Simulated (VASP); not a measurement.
Wanted: the native input for a VASP 6.6.1 run.

* Task: single point
* Functional: PBE
* Potentials or basis: VASP PAW PBE potentials, release 64 (Mg, Zn, Te)
* Cutoff: 600 eV
* k mesh: 6 × 6 × 4
* Occupations: gaussian, width 0.02 eV
* Spin: no spin polarisation
* Dipole correction: no
* Further INCAR settings: ALGO = Normal; EDIFF = 1e-06; NBANDS = 21

The structure of MgZnTe2 lies in POSCAR:

```
MgZnTe2
1.0
    4.6202261643      0.0000000000      0.0000000000
    0.0000000000      4.6202261643      0.0000000000
    0.0000000000      0.0000000000      6.5919320475
Mg Zn Te
1 1 2
Direct
    0.5000000000      0.5000000000      0.5000000000
    0.0000000000      0.0000000000      0.0000000000
    0.5000000000      0.0000000000      0.7640148087
    0.0000000000      0.5000000000      0.2359851913
```

This cell differs from its parent crystal: volume scaled by 1.10, then relaxed in part.

These files were run (other wordings do the same):

INCAR

```
SYSTEM = MgZnTe2
  PREC = Accurate
  ENCUT = 600
  EDIFF = 1E-6
  ISMEAR = 0
  SIGMA = 0.02
  LREAL = .False.
  LASPH = .True.
  NELM = 120
  ALGO = Normal
  ISIF = 2
  LWAVE = .False.
  LCHARG = .False.
  GGA = PE
  NBANDS = 21
  GGA_COMPAT = .False.
```

KPOINTS

```
Automatic mesh
0
Gamma
  6 6 4
  0 0 0
```

Potentials or basis: VASP PAW PBE potentials, release 64 (Mg, Zn, Te).

Launch:

```bash
$ cat potpaw_PBE.64/Mg/POTCAR potpaw_PBE.64/Zn/POTCAR potpaw_PBE.64/Te/POTCAR > POTCAR
$ mpirun -np 1 vasp_std > vasp.out
```

Results of the run:

- Pressure: -2.9 GPa
- Largest force: 0.006 eV/Å
- Band gap on the k mesh: 1.13 eV, direct

Caveat: spin-orbit coupling is left out, which moves the levels of the heavy elements.

Wall time 98 s on 1 thread of Intel Xeon 6975P-C, on a shared host, peak memory 0.37 GiB.
